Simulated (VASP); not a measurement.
A run of VASP 6.6.1:

INCAR

```
PREC = Accurate
ENCUT = 520
EDIFF = 1E-7
ISMEAR = 0
SIGMA = 0.01
LREAL = F
LASPH = T
NELM = 60
ALGO = Normal
ISIF = 2
LWAVE = F
LCHARG = F
GGA = PS
NBANDS = 30
```

The input KPOINTS:

```
Automatic mesh
0
Gamma
  6 6 6
```

The input POSCAR:

```
CsSnI3
1.0
    6.1592020543      0.0000000000      0.0000000000
    0.0000000000      6.1592020543      0.0000000000
    0.0000000000      0.0000000000      5.8887085198
Cs Sn I
1 1 3
Direct
    0.0000000000      0.0000000000      0.0000000000
    0.5000000000      0.5000000000      0.5000000000
    0.0000000000      0.5000000000      0.5000000000
    0.5000000000      0.0000000000      0.5000000000
    0.5000000000      0.5000000000      0.0000000000
```

Potentials or basis: VASP PAW PBE potentials, release 64 (Cs_sv, Sn_d, I).

Command:

```bash
$ cat potpaw_PBE.64/Cs_sv/POTCAR potpaw_PBE.64/Sn_d/POTCAR potpaw_PBE.64/I/POTCAR > POTCAR
$ mpirun -np 1 vasp_std > vasp.out
```

Hardware: 1 thread of Intel(R) Xeon(R) 6975P-C (Granite Rapids), with other jobs on the host.

Q: Estimate the wall time of this run.

A: It took 110 s on 1 thread of Intel(R) Xeon(R) 6975P-C (Granite Rapids) (shared host), peak memory 0.49 GiB. Counts: scf iterations 15, k points 40.
